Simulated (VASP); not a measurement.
# BeN (P6/mmm) in VASP: notebook

BeN is run at these levels: PBE; tasks: single point, relaxation of cell and atoms.

Program: VASP 6.6.1. These are calculated values, not measurements. Logs are shortened: lines on timing, memory, paths and dates and some standing lists are left out, and cuts for length are marked.

## Step 1: The cell of the first run

The structure is hexagonal, space group P6/mmm (No. 191). The conventional cell has a = 4.690 Å, b = 4.690 Å, c = 3.027 Å, α = 90.00°, β = 90.00°, γ = 120.00°. Within 2.0 Å of Be (site symmetry -6m2) lie 2 N at 1.51 Å. Within 2.0 Å of N (site symmetry -6m2) lie 2 Be at 1.51 Å.

## Step 2: Single point, PBE

INCAR

```
ALGO = Normal
EDIFF = 1E-6
ENCUT = 520
GGA = PE
ISIF = 2
ISMEAR = 0
LASPH = True
LCHARG = True
LELF = True
LREAL = False
LVHAR = True
LWAVE = False
NBANDS = 15
NELM = 100
PREC = Accurate
SIGMA = 0.1
```

KPOINTS

```
k-points
0
Gamma
  12 12 16
```

POSCAR

```
BeN
1.0
    4.6897879854      0.0000000000      0.0000000000
   -2.3448939927      4.0614755337      0.0000000000
    0.0000000000      0.0000000000      3.0266312706
Be N
2 2
Direct
    0.3333333333      0.6666666667      0.5000000000
    0.6666666667      0.3333333333      0.5000000000
    0.3333333333      0.6666666667      0.0000000000
    0.6666666667      0.3333333333      0.0000000000
```

Potentials or basis: VASP PAW PBE potentials, release 64 (Be, N).

The run is started by

```
cat potpaw_PBE.64/Be/POTCAR potpaw_PBE.64/N/POTCAR > POTCAR
mpirun -np 1 vasp_std > vasp.out
```

OUTCAR:

```text
EDIFF = 1E-6
   ENCUT = 520
   GGA = PE
   ISIF = 2
   ISMEAR = 0
   LASPH = True
   LREAL = False
   NELM = 100
   PREC = Accurate

 ion  position               nearest neighbor table
   1  0.333  0.667  0.500-   3 1.51   3 1.51
   2  0.667  0.333  0.500-   4 1.51   4 1.51
   3  0.333  0.667  0.000-   1 1.51   1 1.51
   4  0.667  0.333  0.000-   2 1.51   2 1.51

  LATTYP: Found a hexagonal cell.
 ALAT       =     4.6897879854
 C/A-ratio  =     0.6453663321

  Lattice vectors:

 A1 = (   4.6897879854,   0.0000000000,   0.0000000000)
 A2 = (  -2.3448939927,   4.0614755337,   0.0000000000)
 A3 = (   0.0000000000,   0.0000000000,   3.0266312706)

Analysis of symmetry for initial positions (statically):
=====================================================================
 Subroutine PRICEL returns:
 Original cell was already a primitive cell.

 Routine SETGRP: Setting up the symmetry group for a
 hexagonal supercell.

 Subroutine GETGRP returns: Found 24 space group operations
 (whereof 24 operations were pure point group operations)
 out of a pool of 24 trial point group operations.

The static configuration has the point symmetry D_6h.

Analysis of symmetry for dynamics (positions and initial velocities):
=====================================================================
 Subroutine PRICEL returns:
 Original cell was already a primitive cell.

 Routine SETGRP: Setting up the symmetry group for a
 hexagonal supercell.

 Subroutine GETGRP returns: Found 24 space group operations
 (whereof 24 operations were pure point group operations)
 out of a pool of 24 trial point group operations.

The dynamic configuration has the point symmetry D_6h.

 Subroutine INISYM returns: Found 24 space group operations
 (whereof 24 operations are pure point group operations),
 and found     1 'primitive' translations

----------------------------------------------------------------------------------------

                                     Primitive cell

  volume of cell :      57.6496

  direct lattice vectors                    reciprocal lattice vectors
     4.689787985  0.000000000  0.000000000     0.213229255  0.123107968  0.000000000
    -2.344893993  4.061475534  0.000000000     0.000000000  0.246215936  0.000000000
     0.000000000  0.000000000  3.026631271     0.000000000  0.000000000  0.330400340

  length of vectors
     4.689787985  4.689787985  3.026631271     0.246215936  0.246215936  0.330400340

  position of ions in fractional coordinates (direct lattice)
     0.333333333  0.666666667  0.500000000
     0.666666667  0.333333333  0.500000000
     0.333333333  0.666666667  0.000000000
     0.666666667  0.333333333  0.000000000

  ion indices of the primitive-cell ions
   primitive index   ion index
                 1           1
                 2           2
                 3           3
                 4           4

----------------------------------------------------------------------------------------

 KPOINTS: k-points

Automatic generation of k-mesh.
 Grid dimensions read from file:
 generate k-points for:   12   12   16

 Generating k-lattice:

  Cartesian coordinates                     Fractional coordinates (reciprocal lattice)
     0.017769105  0.010258997  0.000000000     0.083333333  0.000000000  0.000000000
     0.000000000  0.020517995  0.000000000     0.000000000  0.083333333  0.000000000
     0.000000000  0.000000000  0.020650021     0.000000000  0.000000000  0.062500000

  Length of vectors
     0.020517995  0.020517995  0.020650021

  Shift w.r.t. Gamma in fractional coordinates (k-lattice)
     0.000000000  0.000000000  0.000000000

 Subroutine IBZKPT returns following result:
 ===========================================

 Found    171 irreducible k-points:

 Following reciprocal coordinates:
            Coordinates               Weight
  0.000000  0.000000  0.000000      1.000000
  0.083333  0.000000  0.000000      6.000000
  0.166667  0.000000  0.000000      6.000000
  0.250000  0.000000  0.000000      6.000000
  0.333333  0.000000  0.000000      6.000000
  0.416667  0.000000  0.000000      6.000000
[... 16 lines left out ...]
  0.250000  0.000000  0.062500     12.000000
  0.333333  0.000000  0.062500     12.000000
 [... further k-points ...]
   k-points           NKPTS =    171   k-points in BZ     NKDIM =    171   number of bands    NBANDS=     15
   number of dos      NEDOS =    301   number of ions     NIONS =      4
   total plane-waves  NPLWV =  31104
   dimension x,y,z NGX =    36 NGY =   36 NGZ =   24
   dimension x,y,z NGXF=    72 NGYF=   72 NGZF=   48
   ions per type =               2   2
   NGX,Y,Z   is equivalent  to a cutoff of  12.76, 12.76, 13.18 a.u.
   NGXF,Y,Z  is equivalent  to a cutoff of  25.52, 25.52, 26.37 a.u.
 SYSTEM =  unknown system
   PREC   = accura    normal or accurate (medium, high low for compatibility)
   ISTART =      0    job   : 0-new  1-cont  2-samecut
   ICHARG =      2    charge: 1-file 2-atom 10-const
   ISPIN  =      1    spin polarized calculation?
   LNONCOLLINEAR =      F non collinear calculations
   LSORBIT =      F    spin-orbit coupling
   LASPH  =      T    aspherical Exc in radial PAW
   ENCUT  =  520.0 eV  38.22 Ry    6.18 a.u.   8.72  8.72  5.63*2*pi/ulx,y,z
   NELM   =    100;   NELMIN=  2; NELMDL= -5     # of ELM steps
   EDIFF  = 0.1E-05   stopping-criterion for ELM
   LREAL  =      F    real-space projection
   EDIFFG = 0.1E-04   stopping-criterion for IOM
   NSW    =      0    number of steps for IOM
   IBRION =     -1    ionic relax: 0-MD 1-quasi-New 2-CG
   NFREE  =      0    steps in history (QN), initial steepest desc. (CG)
   ISIF   =      2    stress and relaxation
   ISYM   =      2    0-nonsym 1-usesym 2-fastsym
   POTIM  = 0.5000    time-step for ionic-motion
   TEBEG  =    0.0;   TEEND  =   0.0 temperature during run
   PSTRESS=    0.0 pullay stress
   NELECT =      14.0000    total number of electrons
   NUPDOWN=      -1.0000    fix difference up-down
   EMIN   =  10.00;   EMAX   =-10.00  energy-range for DOS
   EFERMI =   0.00;   METHOD = LEGACY
   ISMEAR =     0;   SIGMA  =   0.10  broadening in eV -4-tet -1-fermi 0-gaus
   EFERMI_NEDOS =   21; number of points for ismear=-14 and -15
   IALGO  =     38    algorithm
   IMIX   =      4    mixing-type and parameters
     AMIX     =   0.40;   BMIX     =  1.00
     AMIX_MAG =   1.60;   BMIX_MAG =  1.00
  volume/ion in A,a.u.               =      14.41        97.26
  Fermi-wavevector in a.u.,A,eV,Ry     =   1.021375  1.930119 14.193698  1.043207
  Thomas-Fermi vector in A             =   2.154996
   LORBIT       =      0    0 simple, 1 ext, 2 COOP (PROOUT), +10 PAW based schemes
   GGA     = PE    functional components
   LHFCALC =     F    Hartree Fock is set to
   AEXX    =    0.0000 exact exchange contribution
   IVDW    =     0    specifies the selected vdW correction
   LEPSILON=     F    determine dielectric tensor
   LRPA    =     F    only Hartree local field effects (RPA)
 non-spin polarized calculation
 Gauss-broadening in eV      SIGMA  =   0.10
  energy-cutoff  :      520.00
  volume of cell :       57.65
 maximum number of plane-waves:      1589
 NGX is ok and might be reduce to    36
   NGX = 17   NGY = 17   NGZ = 11

 number of electron      14.0000001 magnetization

 Free energy of the ion-electron system (eV)
  ---------------------------------------------------
  ext. energy  EPLUGINS =         0.00000000
  ---------------------------------------------------
  free energy    TOTEN  =       -21.87940252 eV

  energy without entropy =      -21.86703108  energy(sigma->0) =      -21.87321680

 E-fermi :   0.1161     XC(G=0):  -7.8599

 val. band max:        0.1107316335   @ k =   0.0833   0.0000   0.3125
 cond. band min:       0.1186773030   @ k =   0.3333   0.1667   0.5000
 fundamental gap:      0.0079456695
 Fermi energy:         0.1160934826

 k-point     1 :       0.0000    0.0000    0.0000
  band No.  band energies     occupation
      1     -13.9759      2.00000
      2     -12.2094      2.00000
      3      -4.1983      2.00000
      4      -3.4432      2.00000
      5      -3.1250      2.00000
      6      -3.1250      2.00000
      7      -0.6338      2.00000
      8      -0.6338      2.00000
      9       3.0246      0.00000
     10       9.0148      0.00000
     11       9.0148      0.00000
     12       9.5618      0.00000
     13       9.5618      0.00000
     14      10.2778      0.00000
     15      13.6048      0.00000

 k-point     2 :       0.0833    0.0000    0.0000
  band No.  band energies     occupation
      1     -13.9531      2.00000
      2     -12.2421      2.00000
      3      -4.1873      2.00000
      4      -3.4552      2.00000
      5      -3.1639      2.00000
      6      -3.1066      2.00000
      7      -0.6870      2.00000
      8      -0.5748      2.00000
      9       3.1668      0.00000
     10       8.7861      0.00000
     11       8.8988      0.00000
     12       9.3621      0.00000
     13       9.7370      0.00000
     14      10.6367      0.00000
     15      13.6388      0.00000

 k-point     3 :       0.1667    0.0000    0.0000
  band No.  band energies     occupation
      1     -13.8866      2.00000
      2     -12.3358      2.00000
      3      -4.1553      2.00000
      4      -3.4898      2.00000
      5      -3.2624      2.00000
      6      -3.0628      2.00000
      7      -0.8033      2.00000
      8      -0.4208      2.00000
      9       3.5465      0.00000
     10       8.2276      0.00000
     11       8.7106      0.00000
     12       9.1235      0.00000
     13      10.1056      0.00000
     14      11.2496      0.00000
     15      13.7386      0.00000
[... 343 lines left out ...]
 k-point    23 :       0.2500    0.0000    0.0625
  band No.  band energies     occupation
      1     -13.7789      2.00000
      2     -12.4858      2.00000
      3      -4.1507      2.00000
      4      -3.5489      2.00000
      5      -3.3359      2.00000
      6      -2.9566      2.00000
      7      -0.8555      2.00000
      8      -0.1904      1.99999
      9       4.1506      0.00000
     10       7.5238      0.00000
     11       8.3311      0.00000
     12       8.8281      0.00000
     13      10.5293      0.00000
     14      11.8107      0.00000
     15      13.8410      0.00000

 k-point    24 :       0.3333    0.0000    0.0625
  band No.  band energies     occupation
      1     -13.6476      2.00000
      2     -12.6521      2.00000
      3      -4.0847      2.00000
      4      -3.6248      2.00000
      5      -3.4432      2.00000
      6      -2.9303      2.00000
      7      -0.8945      2.00000
      8      -0.0063      1.91642
      9       4.7115      0.00000
     10       6.9226      0.00000
     11       8.2042      0.00000
     12       8.5806      0.00000
     13      11.1101      0.00000
     14      12.4235      0.00000
     15      13.9671      0.00000

 [... further k-points ...]
[... 5 lines left out ...]
  --------------------------------------------------------------------------------------
  -------------------------------------------------------------------------------------
  Total        0.0020505      0.0020505     -0.2633480      0.0000000      0.0000000      0.0000000
  in kB        0.0569874      0.0569874     -7.3188695      0.0000000      0.0000000      0.0000000
  external PRESSURE =      -2.4016316 kB  Pullay stress =       0.0000000 kB

 VOLUME and BASIS-vectors are now :
 -----------------------------------------------------------------------------
  energy-cutoff  :      520.00
  volume of cell :       57.65
      direct lattice vectors                 reciprocal lattice vectors
     4.689787985  0.000000000  0.000000000     0.213229255  0.123107968  0.000000000
    -2.344893993  4.061475534  0.000000000     0.000000000  0.246215936  0.000000000
     0.000000000  0.000000000  3.026631271     0.000000000  0.000000000  0.330400340

 POSITION                                       TOTAL-FORCE (eV/Angst)
 -----------------------------------------------------------------------------------
     -0.00000      2.70765      1.51332         0.000000      0.000000      0.000000
      2.34489      1.35383      1.51332        -0.000000      0.000000      0.000000
     -0.00000      2.70765      0.00000         0.000000      0.000000      0.000000
      2.34489      1.35383      0.00000        -0.000000     -0.000000     -0.000000
 -----------------------------------------------------------------------------------
    total drift:                               -0.000000      0.000000      0.000000

  FREE ENERGIE OF THE ION-ELECTRON SYSTEM (eV)
  ---------------------------------------------------
  free  energy   TOTEN  =       -21.8794025247 eV

  energy  without entropy=      -21.8670310832  energy(sigma->0) =      -21.87321680
```

Wall time 61 s (1 thread of AMD EPYC 9R45 (Zen 5), shared host); peak memory 0.23 GiB.

What came out:

```
Free energy            : -21.8794 eV
Pressure               : -0.2 GPa
Band gap on the k mesh : zero (band 7 reaches 0.59 eV, above the bottom of band 8 at -0.63 eV)
```

## Step 3: Relaxation of cell and atoms, PBE

INCAR

```
ALGO = Normal
EDIFF = 1E-6
EDIFFG = -0.01
ENCUT = 600
GGA = PE
IBRION = 2
ISIF = 3
ISMEAR = 0
LASPH = T
LCHARG = F
LREAL = F
LWAVE = F
NELM = 100
NSW = 100
PREC = Accurate
SIGMA = 0.1
```

KPOINTS is that of step 2.

POSCAR

```
BeN
1.0
    4.6885587699      0.0000000000      0.0000000000
   -2.3442793850      4.0604110019      0.0000000000
    0.0000000000      0.0000000000      3.0260367000
Be N
2 2
Direct
    0.3333333333      0.6666666667      0.5000000000
    0.6666666667      0.3333333333      0.5000000000
    0.3333333333      0.6666666667      0.0000000000
    0.6666666667      0.3333333333      0.0000000000
```

Potentials or basis: VASP PAW PBE potentials, release 64 (Be, N).

The run is started by

```
cat potpaw_PBE.64/Be/POTCAR potpaw_PBE.64/N/POTCAR > POTCAR
mpirun -np 1 vasp_std > vasp.out
```

OUTCAR:

```text
EDIFF = 1E-6
   EDIFFG = -0.01
   ENCUT = 600
   GGA = PE
   IBRION = 2
   ISIF = 3
   ISMEAR = 0
   LASPH = T
   LREAL = F
   NELM = 100
   NSW = 100
   PREC = Accurate

 ion  position               nearest neighbor table
   1  0.333  0.667  0.500-   3 1.51   3 1.51
   2  0.667  0.333  0.500-   4 1.51   4 1.51
   3  0.333  0.667  0.000-   1 1.51   1 1.51
   4  0.667  0.333  0.000-   2 1.51   2 1.51

  LATTYP: Found a hexagonal cell.
 ALAT       =     4.6885587699
 C/A-ratio  =     0.6454087169

  Lattice vectors:

 A1 = (   4.6885587699,   0.0000000000,   0.0000000000)
 A2 = (  -2.3442793850,   4.0604110019,   0.0000000000)
 A3 = (   0.0000000000,   0.0000000000,   3.0260367000)

Analysis of symmetry for initial positions (statically):
=====================================================================
 Subroutine PRICEL returns:
 Original cell was already a primitive cell.

 Routine SETGRP: Setting up the symmetry group for a
 hexagonal supercell.

 Subroutine GETGRP returns: Found 24 space group operations
 (whereof 24 operations were pure point group operations)
 out of a pool of 24 trial point group operations.

The static configuration has the point symmetry D_6h.

Analysis of symmetry for dynamics (positions and initial velocities):
=====================================================================
 Subroutine PRICEL returns:
 Original cell was already a primitive cell.

[... 235 lines left out ...]
--------------------------------------- Ionic step        3  -------------------------------------------

 number of electron      14.0000003 magnetization

 Free energy of the ion-electron system (eV)
  ---------------------------------------------------
  ext. energy  EPLUGINS =         0.00000000
  ---------------------------------------------------
  free energy    TOTEN  =       -21.88160541 eV

  energy without entropy =      -21.86924041  energy(sigma->0) =      -21.87542291

 E-fermi :   0.1207     XC(G=0):  -7.8641

 val. band max:        0.1155985372   @ k =   0.0833   0.0000   0.3125
 cond. band min:       0.1248812107   @ k =   0.3333   0.0833   0.0625
 fundamental gap:      0.0092826735
 Fermi energy:         0.1206780565

 k-point     1 :       0.0000    0.0000    0.0000
  band No.  band energies     occupation
      1     -13.9755      2.00000
      2     -12.2054      2.00000
      3      -4.1955      2.00000
      4      -3.4415      2.00000
      5      -3.1265      2.00000
      6      -3.1265      2.00000
      7      -0.6323      2.00000
      8      -0.6323      2.00000
      9       3.0462      0.00000
     10       9.0486      0.00000
     11       9.0486      0.00000
[... 309 lines left out ...]
 k-point    24 :       0.3333    0.0000    0.0625
  band No.  band energies     occupation
      1     -13.6469      2.00000
      2     -12.6493      2.00000
      3      -4.0820      2.00000
      4      -3.6229      2.00000
      5      -3.4450      2.00000
      6      -2.9305      2.00000
      7      -0.8920      2.00000
      8      -0.0037      1.92139
      9       4.7355      0.00000
     10       6.9476      0.00000
     11       8.2351      0.00000

 [... further k-points ...]
[... 5 lines left out ...]
  --------------------------------------------------------------------------------------
  -------------------------------------------------------------------------------------
  Total       -0.0273387     -0.0273387      0.0108957      0.0000000     -0.0000000     -0.0000000
  in kB       -0.7612452     -0.7612452      0.3033892      0.0000000     -0.0000000     -0.0000000
  external PRESSURE =      -0.4063671 kB  Pullay stress =       0.0000000 kB
[... 19 lines left out ...]
  FREE ENERGIE OF THE ION-ELECTRON SYSTEM (eV)
  ---------------------------------------------------
  free  energy   TOTEN  =       -21.8816054100 eV

  energy  without entropy=      -21.8692404096  energy(sigma->0) =      -21.87542291

 reached required accuracy - stopping structural energy minimisation
```

OSZICAR:

```text
N       E                     dE             d eps       ncg     rms          rms(c)
DAV:   1     0.657853389098E+02    0.65785E+02   -0.69543E+03  3762   0.121E+03
DAV:   2    -0.182585814013E+02   -0.84044E+02   -0.79202E+02  5832   0.237E+02
DAV:   3    -0.248114799338E+02   -0.65529E+01   -0.63768E+01  4791   0.713E+01
DAV:   4    -0.249315527622E+02   -0.12007E+00   -0.11925E+00  4271   0.106E+01
[... 19 lines left out ...]
DAV:   1    -0.218818861679E+02   -0.74274E-03   -0.11034E-02  3903   0.105E+00    0.106E-01
DAV:   2    -0.218816441967E+02    0.24197E-03   -0.43020E-04  4462   0.229E-01    0.410E-02
DAV:   3    -0.218816141843E+02    0.30012E-04   -0.64875E-05  4555   0.716E-02    0.152E-02
DAV:   4    -0.218816062089E+02    0.79754E-05   -0.17742E-05  4428   0.385E-02    0.537E-03
DAV:   5    -0.218816054100E+02    0.79894E-06   -0.23632E-06  3132   0.149E-02
   3 F= -.21881605E+02 E0= -.21875423E+02  d E =-.132312E-03
```

Run time: 90 s. Hardware: 1 thread of AMD EPYC 9R45 (Zen 5), shared host; peak memory 0.25 GiB.

Results:

```yaml
Free_energy: -21.8816 eV
Relaxed_volume: 14.38 Å³/atom
Relaxed_cell: a = 4.688 Å, b = 4.688 Å, c = 3.023 Å, α = 90.00°, β = 90.00°, γ = 120.00°
Space_group_after_relaxing_to_0.05_Å: P6/mmm (No. 191)
Energy_gained_by_relaxing: 0.0 meV/atom
Ionic_steps: 3
Pressure_after_relaxing: 0.0 GPa
Band_gap_on_the_k_mesh: zero (band 7 reaches 0.60 eV, above the bottom of band 8 at -0.63 eV)
```

Step by step:
```tsv
step	energy change (eV)	largest force (eV/Å)	pressure (GPa)	volume (Å³)
1	0.0000	0.0000	-0.26	57.61
2	0.0003	0.0000	0.41	57.41
3	-0.0001	0.0000	-0.04	57.54
```

Final structure:
```
Be N
1.0
     4.68819    0.00000    0.00000
    -2.34410    4.06009    0.00000
     0.00000    0.00000    3.02289
Be N
2 2
Direct
  0.33333 0.66667 0.50000
  0.66667 0.33333 0.50000
  0.33333 0.66667 0.00000
  0.66667 0.33333 0.00000
```

[end of part 1 of 2]
